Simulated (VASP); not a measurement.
# YZr2O2: relaxation of cell and atoms with PBE

The system is YZr2O2.

```
Y Zr O
1.0
     4.18270    0.00000    0.00000
    -2.09135    3.62232    0.00000
     0.00000    0.00000    5.23414
Y Zr O
1 2 2
Direct
  0.66667 0.33333 0.50000
  0.33333 0.66667 0.69175
  0.33333 0.66667 0.30825
  0.66667 0.33333 0.00000
  0.33333 0.66667 0.00000
```

The cell was built from a structure type or drawn by symmetry, and may not be a known phase.

```json
{
 "Program": "VASP 6.6.1",
 "Task": "relaxation of cell and atoms",
 "Functional": "PBE",
 "Potentials or basis": "VASP PAW PBE potentials, release 64 (Y_sv, Zr_sv, O)",
 "Cutoff": "600 eV",
 "k mesh": "6 × 6 × 4",
 "Occupations": "gaussian, width 0.1 eV",
 "Spin": "no spin polarisation",
 "Dipole correction": "no",
 "Further INCAR settings": "ALGO = Normal; EDIFF = 1e-06; IBRION = 2; EDIFFG = -0.04; NSW = 90; ISIF = 3"
}
```

* Relaxed volume: 20.71 Å³/atom
* Relaxed cell: a = 3.763 Å, b = 3.763 Å, c = 8.447 Å, α = 90.00°, β = 90.00°, γ = 120.00°
* Space group after relaxing (to 0.1 Å): P-6m2 (No. 187)
* Energy gained by relaxing: 2011.4 meV/atom
* Ionic steps: 52
* Pressure after relaxing: 0.1 GPa
* Largest force after relaxing: 0.007 eV/Å
* Band gap on the k mesh: zero (an odd number of electrons rules out a gap without spin polarisation)

Forces in eV/Å, atoms in the order of the input:
```
Y    0.000  0.000  0.000
Zr   0.000  0.000 -0.007
Zr   0.000  0.000  0.007
O    0.000  0.000  0.000
O    0.000  0.000  0.000
```

The path:
```csv
step,energy change (eV),largest force (eV/Å),pressure (GPa),volume (Å³)
1,0.0000,4.5047,80.34,79.30
3,-8.1211,4.6065,-2.74,123.08
5,-8.2359,3.5257,2.00,115.49
7,-8.3064,4.6720,9.62,122.07
9,-8.8737,0.1121,-0.74,133.85
11,-8.8769,0.0915,-0.21,132.50
13,-8.8817,0.2225,-0.08,132.06
15,-8.8838,0.7114,0.12,131.38
17,-8.8845,0.7261,0.15,131.33
19,-8.8875,0.7857,0.12,131.17
21,-8.9035,1.0244,0.02,130.48
23,-9.0198,2.1727,-0.01,127.41
25,-9.1149,4.6797,1.64,122.54
27,-9.1219,4.9273,1.68,122.11
29,-9.1208,5.0861,1.72,121.85
31,-9.1395,5.0020,1.57,121.82
33,-9.2189,4.6289,0.90,121.70
35,-9.4611,3.2738,-1.66,121.11
37,-9.6093,1.7036,-5.24,119.95
39,-9.7157,1.5006,-4.53,117.93
41,-9.9978,0.7376,-0.59,109.10
43,-10.0172,0.6089,1.28,106.00
45,-10.0389,0.1738,-0.74,106.27
47,-10.0497,0.1570,-0.18,104.83
49,-10.0539,0.1198,0.43,103.27
51,-10.0558,0.1666,-0.18,103.58
52,-10.0568,0.0070,0.09,103.57
```

Final structure:
```yaml
crystal:
  lattice:
    - [3.76268, 0.00000, 0.00000]
    - [-1.88134, 3.25858, 0.00000]
    - [0.00000, 0.00000, 8.44708]
  atoms:
    - { symbol: Y, position: [0.66667, 0.33333, 0.50000] }
    - { symbol: Zr, position: [0.33333, 0.66667, 0.78366] }
    - { symbol: Zr, position: [0.33333, 0.66667, 0.21634] }
    - { symbol: O, position: [0.66667, 0.33333, 0.00000] }
    - { symbol: O, position: [0.33333, 0.66667, 0.00000] }
```

Levels at points of the mesh, in eV from the Fermi level:
```
           k point  band 21  band 22  band 23  band 24  band 25  band 26
(0.00, 0.00, 0.00)    -1.41    -1.41    -0.43     0.37     0.37     1.07
(0.50, 0.00, 0.00)    -1.08    -0.77    -0.22    -0.19    -0.19     0.53
(0.00, 0.00, 0.50)    -1.45    -1.45     0.07     0.63     0.63     0.95
(0.50, 0.00, 0.50)    -0.85    -0.79    -0.24     0.08     0.11     1.36
```

It took 38 min on 1 thread of Intel(R) Xeon(R) Platinum 8259CL CPU @ 2.50GHz (Skylake/Cascade Lake), with other jobs on the host, peak memory 0.28 GiB.

Caveat: the volume moved by over 15 % at a fixed basis, so the end points are rough; an odd number of electrons without spin polarisation forces a metal; a magnetic or distorted state may lie lower.
